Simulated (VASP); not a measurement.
# NiO (F-43m) in VASP: single point with r2SCAN0

Aim: the single point of NiO with r2SCAN0.

Program: VASP 6.6.1. These are calculated values, not measurements. Logs are shortened: lines on timing, memory, paths and dates and some standing lists are left out, and cuts for length are marked.

## Step 1: The cell of the first run

It takes space group F-43m (No. 216, cubic). The conventional cell has a = 4.567 Å, b = 4.567 Å, c = 4.567 Å, α = 90.00°, β = 90.00°, γ = 90.00°. Within 2.6 Å of Ni (site symmetry -43m) lie 4 O at 1.98 Å. Within 2.6 Å of O (site symmetry -43m) lie 4 Ni at 1.98 Å.

## Step 2: Single point, r2SCAN0, collinear spin, ferromagnetic start

File POSCAR:

```
NiO
1.0
    0.0000000000      2.2835484600      2.2835484600
    2.2835484600      0.0000000000      2.2835484600
    2.2835484600      2.2835484600      0.0000000000
Ni O
1 1
Direct
    0.0000000000      0.0000000000      0.0000000000
    0.2500000000      0.2500000000      0.2500000000
```

File INCAR.step1:

```
SYSTEM = NiO
PREC = Accurate ; ENCUT = 520
EDIFF = 1E-5 ; ISMEAR = -1
SIGMA = 0.05 ; LREAL = .False.
LASPH = .True. ; NELM = 150
ALGO = Normal ; ISIF = 2
LWAVE = .True. ; LCHARG = .False.
ISPIN = 2 ; MAGMOM = 1 0
LORBIT = 11 ; LMAXMIX = 4
NBANDS = 19 ; GGA = PE
```

File INCAR.step2:

```
SYSTEM = NiO
PREC = Accurate ; ENCUT = 520
EDIFF = 1E-7 ; ISMEAR = -1
SIGMA = 0.05 ; LREAL = .False.
LASPH = .True. ; NELM = 150
ALGO = Normal ; ISIF = 2
LWAVE = .False. ; LCHARG = .False.
ISPIN = 2 ; MAGMOM = 1 0
LORBIT = 11 ; LMAXMIX = 4
METAGGA = R2SCAN ; LHFCALC = .True.
AEXX = 0.25 ; LMIXTAU = .True.
PRECFOCK = Normal ; NBANDS = 19
ISTART = 1
```

File KPOINTS:

```
regular mesh
0
Gamma
  5 5 5
  0 0 0
```

Potentials or basis: VASP PAW PBE potentials, release 64 (Ni, O).

Run with:

```console
$ cat potpaw_PBE.64/Ni/POTCAR potpaw_PBE.64/O/POTCAR > POTCAR
$ cp INCAR.step1 INCAR
$ mpirun -np 1 vasp_std > vasp.out
$ cp INCAR.step2 INCAR
$ mpirun -np 1 vasp_std > vasp.out
```

OUTCAR:

```text
SYSTEM = NiO
   PREC = Accurate
   ENCUT = 520
   EDIFF = 1E-7
   ISMEAR = -1
   LREAL = .False.
   LASPH = .True.
   NELM = 150
   ISIF = 2
   ISPIN = 2
   LORBIT = 11
   METAGGA = R2SCAN
   LHFCALC = .True.
   AEXX = 0.25
   PRECFOCK = Normal
   ISTART = 1

 ion  position               nearest neighbor table
   1  0.000  0.000  0.000-   2 1.98   2 1.98   2 1.98   2 1.98
   2  0.250  0.250  0.250-   1 1.98   1 1.98   1 1.98   1 1.98

  LATTYP: Found a face centered cubic cell.
 ALAT       =     4.5670969200

  Lattice vectors:

 A1 = (   0.0000000000,   2.2835484600,   2.2835484600)
 A2 = (   2.2835484600,   0.0000000000,   2.2835484600)
 A3 = (   2.2835484600,   2.2835484600,   0.0000000000)

Analysis of symmetry for initial positions (statically):
=====================================================================
 Subroutine PRICEL returns:
 Original cell was already a primitive cell.

 Routine SETGRP: Setting up the symmetry group for a
 face centered cubic supercell.

 Subroutine GETGRP returns: Found 24 space group operations
 (whereof 24 operations were pure point group operations)
 out of a pool of 48 trial point group operations.

The static configuration has the point symmetry T_d .

Analysis of symmetry for dynamics (positions and initial velocities):
=====================================================================
 Subroutine PRICEL returns:
 Original cell was already a primitive cell.

 Routine SETGRP: Setting up the symmetry group for a
 face centered cubic supercell.

 Subroutine GETGRP returns: Found 24 space group operations
 (whereof 24 operations were pure point group operations)
 out of a pool of 48 trial point group operations.

The dynamic configuration has the point symmetry T_d .

Analysis of structural, dynamic, and magnetic symmetry:
=====================================================================
 Subroutine PRICEL returns:
 Original cell was already a primitive cell.

 Routine SETGRP: Setting up the symmetry group for a
 face centered cubic supercell.

 Subroutine GETGRP returns: Found 24 space group operations
 (whereof 24 operations were pure point group operations)
 out of a pool of 48 trial point group operations.

The overall configuration has the point symmetry T_d .

 Subroutine INISYM returns: Found 24 space group operations
 (whereof 24 operations are pure point group operations),
 and found     1 'primitive' translations

----------------------------------------------------------------------------------------

[... 108 lines left out ...]
   NKREDZ  =     1    reduce k-point grid by
   AEXX    =    0.2500 exact exchange contribution
   HFSCREEN=    0.0000 screening length (either q_TF or 0.3 A-1)
   HFSCREENC=   0.0000 screening length for correlation (either q_TF or 0.3 A-1)
   ENCUTFOCK=  -1.0 apply spherical cutoff to Coloumb kernel
   IVDW    =     0    specifies the selected vdW correction
   LEPSILON=     F    determine dielectric tensor
   LRPA    =     F    only Hartree local field effects (RPA)
 spin polarized calculation
  energy-cutoff  :      520.00
  volume of cell :       23.82
 maximum number of plane-waves:       656
  NGX = 20; NGY = 20; NGZ = 20

 number of electron      15.9999998 magnetization       2.0000244

 Free energy of the ion-electron system (eV)
  ---------------------------------------------------
  ext. energy  EPLUGINS =         0.00000000
  ---------------------------------------------------
  free energy    TOTEN  =       -22.39046822 eV

  energy without entropy =      -22.38408609  energy(sigma->0) =      -22.38727716

 E-fermi :   5.7191     XC(G=0):  -9.0265

 val. band max:        5.6935455058   @ k =  -0.4000   0.4000   0.2000
 cond. band min:       6.1754910676   @ k =  -0.2000   0.2000   0.0000
 fundamental gap:      0.4819455618
 Fermi energy:         5.7191416042

 spin component 1

 k-point     1 :       0.0000    0.0000    0.0000
  band No.  band energies     occupation
      1     -18.4829      1.00000
      2      -3.9130      1.00000
      3      -3.9130      1.00000
      4      -3.9129      1.00000
      5      -1.0540      1.00000
      6      -1.0539      1.00000
[... 196 lines left out ...]
      5      -1.4902      1.00000
      6      -1.4301      1.00000
[... 11 lines left out ...]
     18      34.6240      0.00000
     19      35.0463      0.00000
 Fermi energy:         5.7191416042

 spin component 2

 k-point     1 :       0.0000    0.0000    0.0000
  band No.  band energies     occupation
      1     -17.6531      1.00000
      2      -1.1434      1.00000
      3      -1.1433      1.00000
      4      -1.1433      1.00000
      5       0.2566      1.00000
      6       0.2568      1.00000
[... 197 lines left out ...]
      6       1.2146      1.00000
[... 11 lines left out ...]
     18      35.0603      0.00000
     19      35.3724      0.00000

------------------------ aborting loop because EDIFF is reached ----------------------------------------

  FORCE on cell =-STRESS in cart. coord.  units (eV):
  Direction    XX          YY          ZZ          XY          YZ          ZX
  --------------------------------------------------------------------------------------
  -------------------------------------------------------------------------------------
  Total       -2.1896944     -2.1896944     -2.1896944      0.0000000      0.0000000      0.0000000
  in kB     -147.3103985   -147.3103985   -147.3103985      0.0000000      0.0000000      0.0000000
  external PRESSURE =    -147.3103985 kB  Pullay stress =       0.0000000 kB

 VOLUME and BASIS-vectors are now :
 -----------------------------------------------------------------------------
  energy-cutoff  :      520.00
  volume of cell :       23.82
      direct lattice vectors                 reciprocal lattice vectors
     0.000000000  2.283548460  2.283548460    -0.218957473  0.218957473  0.218957473
     2.283548460  0.000000000  2.283548460     0.218957473 -0.218957473  0.218957473
     2.283548460  2.283548460  0.000000000     0.218957473  0.218957473 -0.218957473

 POSITION                                       TOTAL-FORCE (eV/Angst)
 -----------------------------------------------------------------------------------
      0.00000      0.00000      0.00000        -0.000000     -0.000000      0.000000
      1.14177      1.14177      1.14177         0.000000      0.000000      0.000000
 -----------------------------------------------------------------------------------
    total drift:                               -0.000102      0.000047     -0.000026

  FREE ENERGIE OF THE ION-ELECTRON SYSTEM (eV)
  ---------------------------------------------------
  free  energy   TOTEN  =       -22.3904682219 eV

  energy  without entropy=      -22.3840860913  energy(sigma->0) =      -22.38727716

 total charge

# of ion       s       p       d       tot
------------------------------------------
    1        0.356   0.452   8.139   8.948
    2        1.556   3.468   0.000   5.024
--------------------------------------------------
tot          1.912   3.920   8.139  13.971

 magnetization (x)

# of ion       s       p       d       tot
------------------------------------------
    1       -0.010   0.011   1.689   1.690
    2        0.019   0.305   0.000   0.324
--------------------------------------------------
tot          0.009   0.316   1.689   2.014
```

Run time: 58 min. Hardware: 1 thread of Intel Xeon 8259CL, shared host; peak memory 0.17 GiB.

What came out:

```yaml
Free_energy: -22.3905 eV
Pressure: -14.7 GPa
Band_gap_on_the_k_mesh: zero (filled and empty bands overlap)
Net_moment: 2.00 μB per cell
Site_moments: Ni +1.69; O +0.32 μB
Valence_electrons_inside_the_program's_atomic_spheres: Ni 8.95; O 5.02
```

Caveat: the k points lie up to 0.48 Å⁻¹ apart, too coarse for converged energies and pressures of a metal; the PAW data sets were made with another functional, which shifts forces and pressure a little; a cell with one magnetic atom can't hold antiferromagnetic order, which such compounds often take.

The gap in the log of VASP goes by the Fermi energy; the results here count the filled bands.